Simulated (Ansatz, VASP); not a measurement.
Two plane-wave programs on Al

```
Al
1.0
     0.00000    2.01000    2.01000
     2.01000    0.00000    2.01000
     2.01000    2.01000    0.00000
Al
1
Direct
  0.00000 0.00000 0.00000
```

Alike in both runs: task relaxation of cell and atoms; functional LDA; k mesh 18 × 18 × 18; occupations gaussian, width 0.1 eV; no spin polarisation.

```csv
,VASP,Ansatz
version,VASP 6.6.1,Ansatz 0.2.0
potentials or method,"VASP PAW LDA potentials, release 64 (Al), cutoff 500 eV","scalar-relativistic, plane waves, PAW"
valence electrons in the cell,3,3
```

```tsv
	VASP	Ansatz	Ansatz less VASP
gap on the k mesh at the Fermi level, each at its own relaxed structure (eV)	none	none	-
relaxed volume (Å³/atom)	15.82	15.80	-0.014
relaxed length of the cell vector where the two differ most in proportion (Å)	2.818	2.817	-0.0008
```

Ansatz warns that its potentials were made for another functional, while VASP's fit it. LDA's correlation is that of Perdew and Zunger in VASP and of Perdew and Wang (1992) in Ansatz. A gap of «none» marks a metal or a gap that the smearing closes.
